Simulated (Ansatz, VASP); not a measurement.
# Ba2SO: VASP beside Ansatz

```
O Ba S
1.0
     4.20538    0.00000    0.00000
     0.00000    4.20538    0.00000
     0.00000    0.00000    5.95347
O Ba S
1 2 1
Direct
  0.00000 0.00000 0.00000
  0.00000 0.00000 0.50000
  0.50000 0.50000 0.00000
  0.50000 0.50000 0.50000
```

Alike in both runs: task single point; functional r2SCAN; k mesh 6 × 6 × 4; no spin polarisation.

|  | VASP | Ansatz |
| --- | --- | --- |
| version | VASP 6.6.1 | Ansatz 0.2.0 |
| potentials or method | VASP PAW PBE potentials, release 64 (O, Ba_sv, S) | plane waves, PAW |
| plane-wave cutoff (eV) | 520 | 500 |
| occupations | gaussian, width 0.01 eV | fixed |
| valence electrons in the cell | 32 | 32 |

Ansatz gave:

* gap on the k mesh at the Fermi level (eV): 1.89
* pressure (GPa): 3.7

**Question.** Which values does VASP return?

**Answer.** gap on the k mesh at the Fermi level (eV): 1.83; pressure (GPa): 4.8.

VASP's potentials were made for PBE, not for r2SCAN.

Neither program's run includes spin-orbit coupling.
